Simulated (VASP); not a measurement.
# Al32O (a cell with a defect) in VASP: further runs

Al32O (a cell with a defect) is run at these levels: PBE; tasks: single point.

Everything below comes from runs of VASP 6.6.1. Logs are shortened: lines on timing, memory, paths and dates and some standing lists are left out, and cuts for length are marked.

## Step 1: The cell of the first run

The cell holds a defect, 33 atoms: a = 8.100 Å, b = 8.100 Å, c = 8.100 Å, α = 90.00°, β = 90.00°, γ = 90.00°.

## Step 2: Single point, PBE

Input file INCAR:

```
SYSTEM = Al32O
  PREC = Accurate
  ENCUT = 520
  EDIFF = 1E-7
  ISMEAR = -1
  SIGMA = 0.05
  LREAL = Auto
  LASPH = .TRUE.
  NELM = 60
  ALGO = Normal
  ISIF = 2
  LWAVE = .FALSE.
  LCHARG = .FALSE.
  GGA = PE
  NBANDS = 73
```

Input file KPOINTS:

```
regular mesh
0
G
  3 3 3
  0 0 0
```

Input file POSCAR:

```
Al32O
1.0
    8.1000000000      0.0000000000      0.0000000000
    0.0000000000      8.1000000000      0.0000000000
    0.0000000000      0.0000000000      8.1000000000
Al O
32 1
Direct
    0.4965319138     -0.0005647765      0.0064290457
    0.7462271798      0.2433750159      0.0065480401
    0.7461564367     -0.0006003610      0.2505708471
   -0.0024145051     -0.0024186912      0.0049333367
    0.2447884323      0.2447517682      0.0047991508
    0.4952649349      0.4952522339      0.0065663059
    0.7470483037      0.7470524388      0.0064942659
    0.2448625929     -0.0022365872      0.2522679021
    0.4965651208      0.2431922566      0.2503609237
    0.7474355284      0.4954675003      0.2507331783
    0.4954259661     -0.0008992463      0.5027004774
    0.7471904787      0.2433727296      0.5028086124
    0.7472151817     -0.0009687398      0.7544620485
   -0.0005465467      0.4965125622      0.0064466269
    0.2433625353      0.7462082597      0.0065451042
   -0.0022340112      0.2448411397      0.2522654554
    0.2431927115      0.4965577059      0.2503461546
    0.4954756421      0.7474321529      0.2507271160
   -0.0006297886     -0.0006205778      0.5037313317
    0.2434734418      0.2434882118      0.5035749417
    0.4862356477      0.4862484238      0.4924987419
    0.7565573654      0.7565784876      0.4935223416
    0.2432749118     -0.0006515817      0.7532717590
    0.4953911196      0.2433937392      0.7542252303
    0.7565654228      0.4859773073      0.7639478749
   -0.0006136154      0.7461542003      0.2505716176
   -0.0008980997      0.4954208334      0.5026929217
    0.2433652291      0.7471857504      0.5028057393
   -0.0006398523      0.2432506751      0.7532839266
    0.2433783931      0.4953533147      0.7542494657
    0.4859646659      0.7564696510      0.7639497623
   -0.0009586038      0.7472147734      0.7544527297
    0.6210952670      0.6210632298      0.6286881241
```

Potentials or basis: VASP PAW PBE potentials, release 64 (Al, O).

Launch:

```bash
$ cat potpaw_PBE.64/Al/POTCAR potpaw_PBE.64/O/POTCAR > POTCAR
$ mpirun -np 1 vasp_std > vasp.out
```

OUTCAR:

```text
SYSTEM = Al32O
   PREC = Accurate
   ENCUT = 520
   EDIFF = 1E-7
   ISMEAR = -1
   LREAL = Auto
   LASPH = .TRUE.
   NELM = 60
   ISIF = 2
   GGA = PE

 ion  position               nearest neighbor table
   1  0.497  0.999  0.006-  31 2.78   9 2.79   2 2.83   3 2.83  24 2.84  18 2.84   5 2.85   8 2.85
                            13 2.88   7 2.88  15 2.90  23 2.90
   2  0.746  0.243  0.007-  25 2.78   3 2.80   9 2.83   1 2.83  10 2.84  13 2.84   4 2.85  16 2.85
                             6 2.88  24 2.88  14 2.90  29 2.90
   3  0.746  0.999  0.251-  22 2.78   2 2.80   9 2.83   1 2.83  12 2.84   7 2.84  16 2.85   4 2.85
                            18 2.88  11 2.88  19 2.90  26 2.90
   4  0.998  0.998  0.005-   5 2.83  16 2.83   8 2.83  26 2.85   3 2.85  15 2.85   2 2.85  29 2.85
                            23 2.85  13 2.87  32 2.87   7 2.87
   5  0.245  0.245  0.005-   4 2.83   8 2.83  16 2.83  23 2.85  29 2.85   1 2.85  14 2.85   9 2.85
                            17 2.85   6 2.87  30 2.87  24 2.87
   6  0.495  0.495  0.007-  17 2.84   9 2.84  10 2.84  18 2.84   5 2.87   2 2.88  15 2.88   7 2.88
                            24 2.89  30 2.89  31 2.89  25 2.89
   7  0.747  0.747  0.006-  18 2.84  10 2.84  26 2.84   3 2.84   4 2.87   1 2.88  14 2.88   6 2.88
                            13 2.89  32 2.89  25 2.89  31 2.89
   8  0.245  0.998  0.252-  16 2.83   5 2.83   4 2.83  19 2.85  20 2.85  26 2.85   9 2.85  15 2.85
                             1 2.85  18 2.87  11 2.87  28 2.87
   9  0.497  0.243  0.250-  21 2.78   1 2.79   3 2.83   2 2.83   6 2.84  11 2.84   8 2.85   5 2.85
[... 32 lines left out ...]
                            27 2.89   6 2.89  22 3.10  31 3.10  21 3.10
  26  0.999  0.746  0.251-  22 2.78  15 2.80  17 2.83  14 2.83  28 2.84   7 2.84   4 2.85   8 2.85
                            10 2.88  27 2.88  19 2.90   3 2.90
  27  0.999  0.495  0.503-  30 2.84  28 2.84  20 2.84  17 2.84  16 2.87  29 2.88  26 2.88  32 2.88
                            10 2.88  12 2.89  22 2.89  25 2.89
  28  0.243  0.747  0.503-  32 2.84  27 2.84  19 2.84  26 2.84   8 2.87  23 2.88  17 2.88  30 2.88
                            11 2.89  18 2.89  31 2.89  21 2.89
  29  0.999  0.243  0.753-  25 2.78  23 2.79  19 2.83  20 2.83  30 2.84  13 2.84   5 2.85   4 2.85
                            12 2.88  27 2.88   2 2.90  14 2.90
  30  0.243  0.495  0.754-  27 2.84  29 2.84  14 2.84  32 2.84   5 2.87  20 2.88  15 2.88  28 2.88
                            24 2.89   6 2.89  31 2.89  21 2.89
  31  0.486  0.756  0.764-  33 1.90  15 2.78   1 2.78  23 2.78   7 2.89  30 2.89  28 2.89  13 2.89
                             6 2.89  11 2.89  22 3.10  25 3.10  21 3.10
  32  0.999  0.747  0.754-  28 2.84  30 2.84  23 2.84  15 2.84   4 2.87  14 2.88  19 2.88  27 2.88
                            13 2.88  22 2.89   7 2.89  25 2.89
  33  0.621  0.621  0.629-  31 1.90  25 1.90  21 1.90  22 1.90

  LATTYP: Found a simple cubic cell.
 ALAT       =     8.1000000000

  Lattice vectors:

 A1 = (   8.1000000000,   0.0000000000,   0.0000000000)
 A2 = (   0.0000000000,   8.1000000000,   0.0000000000)
 A3 = (   0.0000000000,   0.0000000000,   8.1000000000)

Analysis of symmetry for initial positions (statically):
=====================================================================
 Subroutine PRICEL returns:
 Original cell was already a primitive cell.

 Routine SETGRP: Setting up the symmetry group for a
 simple cubic supercell.

 Subroutine GETGRP returns: Found  1 space group operations
 (whereof  1 operations were pure point group operations)
 out of a pool of 48 trial point group operations.

The static configuration has the point symmetry C_1 .

Analysis of symmetry for dynamics (positions and initial velocities):
=====================================================================
 Subroutine PRICEL returns:
 Original cell was already a primitive cell.

 Routine SETGRP: Setting up the symmetry group for a
 simple cubic supercell.

 Subroutine GETGRP returns: Found  1 space group operations
 (whereof  1 operations were pure point group operations)
 out of a pool of 48 trial point group operations.

The dynamic configuration has the point symmetry C_1 .

 Subroutine INISYM returns: Found  1 space group operations
 (whereof  1 operations are pure point group operations),
 and found     1 'primitive' translations

----------------------------------------------------------------------------------------

                                     Primitive cell

  volume of cell :     531.4410

  direct lattice vectors                    reciprocal lattice vectors
     8.100000000  0.000000000  0.000000000     0.123456790  0.000000000  0.000000000
     0.000000000  8.100000000  0.000000000     0.000000000  0.123456790  0.000000000
     0.000000000  0.000000000  8.100000000     0.000000000  0.000000000  0.123456790

  length of vectors
[... 92 lines left out ...]
     0.000000000  0.000000000  0.000000000

 Subroutine IBZKPT returns following result:
 ===========================================

 Found     14 irreducible k-points:

 Following reciprocal coordinates:
            Coordinates               Weight
  0.000000  0.000000  0.000000      1.000000
  0.333333  0.000000  0.000000      2.000000
  0.000000  0.333333  0.000000      2.000000
  0.000000  0.000000  0.333333      2.000000
  0.333333  0.333333  0.000000      2.000000
  0.000000  0.333333  0.333333      2.000000
  0.333333  0.000000  0.333333      2.000000
 -0.333333  0.333333  0.000000      2.000000
 -0.333333  0.000000  0.333333      2.000000
  0.000000 -0.333333  0.333333      2.000000
  0.333333  0.333333  0.333333      2.000000
 -0.333333  0.333333  0.333333      2.000000
 -0.333333 -0.333333  0.333333      2.000000
  0.333333 -0.333333  0.333333      2.000000
   k-points           NKPTS =     14   k-points in BZ     NKDIM =     14   number of bands    NBANDS=     73
   number of dos      NEDOS =    301   number of ions     NIONS =     33
   total plane-waves  NPLWV = 216000
   dimension x,y,z NGX =    60 NGY =   60 NGZ =   60
   dimension x,y,z NGXF=   120 NGYF=  120 NGZF=  120
   ions per type =              32   1
   NGX,Y,Z   is equivalent  to a cutoff of  12.31, 12.31, 12.31 a.u.
   NGXF,Y,Z  is equivalent  to a cutoff of  24.63, 24.63, 24.63 a.u.
 SYSTEM =  Al32O
   PREC   = accura    normal or accurate (medium, high low for compatibility)
   ISTART =      0    job   : 0-new  1-cont  2-samecut
   ICHARG =      2    charge: 1-file 2-atom 10-const
   ISPIN  =      1    spin polarized calculation?
   LNONCOLLINEAR =      F non collinear calculations
   LSORBIT =      F    spin-orbit coupling
   LASPH  =      T    aspherical Exc in radial PAW
   ENCUT  =  520.0 eV  38.22 Ry    6.18 a.u.  15.06 15.06 15.06*2*pi/ulx,y,z
   NELM   =     60;   NELMIN=  2; NELMDL= -5     # of ELM steps
   EDIFF  = 0.1E-06   stopping-criterion for ELM
   LREAL  =      T    real-space projection
   EDIFFG = 0.1E-05   stopping-criterion for IOM
   NSW    =      0    number of steps for IOM
   IBRION =     -1    ionic relax: 0-MD 1-quasi-New 2-CG
   NFREE  =      0    steps in history (QN), initial steepest desc. (CG)
   ISIF   =      2    stress and relaxation
   ISYM   =      2    0-nonsym 1-usesym 2-fastsym
   POTIM  = 0.5000    time-step for ionic-motion
   TEBEG  =    0.0;   TEEND  =   0.0 temperature during run
   PSTRESS=    0.0 pullay stress
   NELECT =     102.0000    total number of electrons
   NUPDOWN=      -1.0000    fix difference up-down
   EMIN   =  10.00;   EMAX   =-10.00  energy-range for DOS
   EFERMI =   0.00;   METHOD = LEGACY
   ISMEAR =    -1;   SIGMA  =   0.05  broadening in eV -4-tet -1-fermi 0-gaus
   EFERMI_NEDOS =   21; number of points for ismear=-14 and -15
   IALGO  =     38    algorithm
   IMIX   =      4    mixing-type and parameters
     AMIX     =   0.40;   BMIX     =  1.00
     AMIX_MAG =   1.60;   BMIX_MAG =  1.00
  volume/ion in A,a.u.               =      16.10       108.68
  Fermi-wavevector in a.u.,A,eV,Ry     =   0.944329  1.784523 12.133087  0.891757
  Thomas-Fermi vector in A             =   2.072123
   LORBIT       =      0    0 simple, 1 ext, 2 COOP (PROOUT), +10 PAW based schemes
   GGA     = PE    functional components
   LHFCALC =     F    Hartree Fock is set to
   AEXX    =    0.0000 exact exchange contribution
   IVDW    =     0    specifies the selected vdW correction
   LEPSILON=     F    determine dielectric tensor
   LRPA    =     F    only Hartree local field effects (RPA)
 non-spin polarized calculation
  energy-cutoff  :      520.00
  volume of cell :      531.44
 maximum number of plane-waves:     14358
   NGX = 31   NGY = 31   NGZ = 31

 number of electron     102.0000013 magnetization

 Free energy of the ion-electron system (eV)
  ---------------------------------------------------
  ext. energy  EPLUGINS =         0.00000000
  ---------------------------------------------------
  free energy    TOTEN  =      -128.83422892 eV

  energy without entropy =     -128.76497974  energy(sigma->0) =     -128.79960433

 E-fermi :   7.9970     XC(G=0): -10.2356

 val. band max:        7.9744300908   @ k =   0.3333   0.3333   0.0000
 cond. band min:       8.0642301635   @ k =   0.0000   0.0000   0.3333
 fundamental gap:      0.0898000727
 Fermi energy:         7.9969733469

 k-point     1 :       0.0000    0.0000    0.0000
  band No.  band energies     occupation
      1     -13.2812      2.00000
      2      -2.9602      2.00000
      3      -1.1303      2.00000
      4      -1.1284      2.00000
      5      -1.1257      2.00000
      6      -0.8574      2.00000
[... 913 lines left out ...]
     62       9.8353      0.00000
     63       9.8364      0.00000
 [bands above 63 left out]

------------------------ aborting loop because EDIFF is reached ----------------------------------------

  FORCE on cell =-STRESS in cart. coord.  units (eV):
  Direction    XX          YY          ZZ          XY          YZ          ZX
  --------------------------------------------------------------------------------------
  -------------------------------------------------------------------------------------
  Total        2.7985443      2.7993705      2.7986577     -0.0161855      0.0139785      0.0135246
  in kB        8.4369933      8.4394843      8.4373354     -0.0487958      0.0421422      0.0407738
  external PRESSURE =       8.4379377 kB  Pullay stress =       0.0000000 kB

 VOLUME and BASIS-vectors are now :
 -----------------------------------------------------------------------------
  energy-cutoff  :      520.00
  volume of cell :      531.44
      direct lattice vectors                 reciprocal lattice vectors
     8.100000000  0.000000000  0.000000000     0.123456790  0.000000000  0.000000000
     0.000000000  8.100000000  0.000000000     0.000000000  0.123456790  0.000000000
     0.000000000  0.000000000  8.100000000     0.000000000  0.000000000  0.123456790

 POSITION                                       TOTAL-FORCE (eV/Angst)
 -----------------------------------------------------------------------------------
      4.02191      8.09543      0.05208         0.000217     -0.001901      0.000636
      6.04444      1.97134      0.05304         0.001563     -0.002256     -0.000572
      6.04387      8.09514      2.02962        -0.002082     -0.003497      0.000541
      8.08044      8.08041      0.03996         0.000087     -0.000188     -0.002432
      1.98279      1.98249      0.03887         0.003408      0.004085      0.000717
      4.01165      4.01154      0.05319         0.004342      0.004224     -0.007706
[... 25 lines left out ...]
      8.09224      6.05244      6.11107         0.003948     -0.004042      0.001676
      5.03087      5.03061      5.09237         0.007036      0.007516     -0.009450
 -----------------------------------------------------------------------------------
    total drift:                                0.010535      0.011148     -0.012583

  FREE ENERGIE OF THE ION-ELECTRON SYSTEM (eV)
  ---------------------------------------------------
  free  energy   TOTEN  =      -128.8342289226 eV

  energy  without entropy=     -128.7649797357  energy(sigma->0) =     -128.79960433
```

Wall time 44 min (1 thread of Intel Xeon 8259CL, shared host); peak memory 0.68 GiB.

What came out:

```
Free energy            : -128.8342 eV
Pressure               : 0.8 GPa
Largest force          : 0.022 eV/Å
Band gap on the k mesh : zero (bands 51 and 52 overlap by 0.32 eV)
```

Forces in eV/Å, atoms in the order of the input:
```
Al   0.000 -0.002  0.001
Al   0.002 -0.002 -0.001
Al  -0.002 -0.003  0.001
Al   0.000  0.000 -0.002
Al   0.003  0.004  0.001
Al   0.004  0.004 -0.008
Al   0.002  0.002  0.000
Al   0.007 -0.005 -0.002
Al  -0.001  0.001  0.002
Al  -0.006 -0.001 -0.002
Al   0.000  0.000  0.001
Al   0.000  0.003 -0.005
Al  -0.004  0.004  0.001
Al  -0.002  0.001  0.001
Al  -0.002  0.002  0.000
Al  -0.004  0.007 -0.002
Al   0.001 -0.001  0.002
Al  -0.001 -0.006 -0.002
Al   0.000 -0.001  0.003
Al  -0.001 -0.002  0.002
Al  -0.014 -0.014  0.010
Al   0.003  0.003 -0.006
Al   0.001 -0.002  0.000
Al   0.003  0.005  0.002
Al   0.006 -0.011  0.007
Al  -0.003 -0.002  0.001
Al   0.001  0.000  0.001
Al   0.003  0.000 -0.005
Al  -0.002 -0.001  0.000
Al   0.006  0.003  0.001
Al  -0.010  0.008  0.008
Al   0.004 -0.004  0.002
O    0.007  0.008 -0.009
```

Levels at points of the mesh, in eV from the Fermi level:
| k point | band 48 | band 49 | band 50 | band 51 | band 52 | band 53 | band 54 | band 55 |
| --- | --- | --- | --- | --- | --- | --- | --- | --- |
| (0.00, 0.00, 0.00) | -0.66 | 0.13 | 0.13 | 0.14 | 0.30 | 0.47 | 0.47 | 0.47 |

## Step 3: Single point, PBE

Input file INCAR:

```
PREC = Accurate
ENCUT = 520
EDIFF = 1E-6
ISMEAR = -1
SIGMA = 0.05
LREAL = Auto
LASPH = True
NELM = 60
ALGO = Normal
ISIF = 2
LWAVE = False
LCHARG = True
GGA = PE
LELF = True
LVHAR = True
NBANDS = 73
```

Input file KPOINTS:

```
Automatic mesh
0
Gamma
  3 3 3
```

Input file POSCAR:

```
Al32O
1.0
    8.1000000000      0.0000000000      0.0000000000
    0.0000000000      8.1000000000      0.0000000000
    0.0000000000      0.0000000000      8.1000000000
Al O
32 1
Direct
    0.4965318519     -0.0005648148      0.0064290123
    0.7462271605      0.2433750617      0.0065480247
    0.7461564198     -0.0006003704      0.2505708642
   -0.0024145679     -0.0024186420      0.0049333333
    0.2447883951      0.2447517284      0.0047991358
    0.4952649383      0.4952522222      0.0065662963
    0.7470482716      0.7470524691      0.0064943210
    0.2448625926     -0.0022365432      0.2522679012
    0.4965650617      0.2431922222      0.2503608642
    0.7474355556      0.4954675309      0.2507332099
    0.4954259259     -0.0008992593      0.5027004938
    0.7471904938      0.2433727160      0.5028086420
    0.7472151852     -0.0009687654      0.7544620988
   -0.0005465432      0.4965125926      0.0064466667
    0.2433625926      0.7462082716      0.0065450617
   -0.0022339506      0.2448411111      0.2522654321
    0.2431927160      0.4965576543      0.2503461728
    0.4954756790      0.7474320988      0.2507271605
   -0.0006297531     -0.0006206173      0.5037313580
    0.2434734568      0.2434882716      0.5035749383
    0.4862356790      0.4862483951      0.4924987654
    0.7565574074      0.7565785185      0.4935223457
    0.2432749383     -0.0006516049      0.7532717284
    0.4953911111      0.2433937037      0.7542251852
    0.7565654321      0.4859772840      0.7639479012
   -0.0006135802      0.7461541975      0.2505716049
   -0.0008981481      0.4954208642      0.5026929630
    0.2433651852      0.7471858025      0.5028056790
   -0.0006398765      0.2432507407      0.7532839506
    0.2433783951      0.4953533333      0.7542495062
    0.4859646914      0.7564696296      0.7639497531
   -0.0009586420      0.7472148148      0.7544527160
    0.6210953086      0.6210632099      0.6286881481
```

Potentials or basis: VASP PAW PBE potentials, release 64 (Al, O).

Launch:

```bash
$ cat potpaw_PBE.64/Al/POTCAR potpaw_PBE.64/O/POTCAR > POTCAR
$ mpirun -np 1 vasp_std > vasp.out
```

Wall time 41 min (1 thread of Intel Xeon 8259CL, shared host); peak memory 0.68 GiB.

The run converged. Its results:

```yaml
Free_energy: -128.8342 eV
Pressure: 0.8 GPa
Largest_force: 0.022 eV/Å
Band_gap_on_the_k_mesh: zero (bands 51 and 52 overlap by 0.32 eV)
```

Forces on the atoms (eV/Å):
```
Al   0.000 -0.002  0.001
Al   0.002 -0.002 -0.001
Al  -0.002 -0.004  0.001
Al   0.000  0.000 -0.002
Al   0.003  0.004  0.001
Al   0.004  0.004 -0.008
Al   0.002  0.002  0.000
Al   0.007 -0.005 -0.002
Al  -0.001  0.001  0.002
Al  -0.006 -0.001 -0.002
Al   0.000  0.000  0.001
Al   0.000  0.003 -0.005
Al  -0.004  0.004  0.001
Al  -0.002  0.001  0.001
Al  -0.002  0.002  0.000
Al  -0.004  0.007 -0.002
Al   0.001 -0.001  0.002
Al  -0.001 -0.006 -0.002
Al   0.000 -0.001  0.003
Al  -0.001 -0.002  0.002
Al  -0.013 -0.014  0.010
Al   0.003  0.003 -0.006
Al   0.001 -0.002  0.000
Al   0.003  0.005  0.002
Al   0.006 -0.010  0.007
Al  -0.003 -0.002  0.001
Al   0.001  0.000  0.001
Al   0.003  0.000 -0.005
Al  -0.002 -0.001  0.000
Al   0.006  0.003  0.001
Al  -0.010  0.008  0.008
Al   0.004 -0.004  0.002
O    0.007  0.008 -0.009
```

Levels at points of the mesh, in eV from the Fermi level:
```
           k point  band 47  band 48  band 49  band 50  band 51  band 52  band 53  band 54  band 55  band 56
(0.00, 0.00, 0.00)    -0.66    -0.66     0.13     0.13     0.14     0.30     0.47     0.47     0.47     1.11
```

The gap in the log of VASP goes by the Fermi energy; the results here count the filled bands.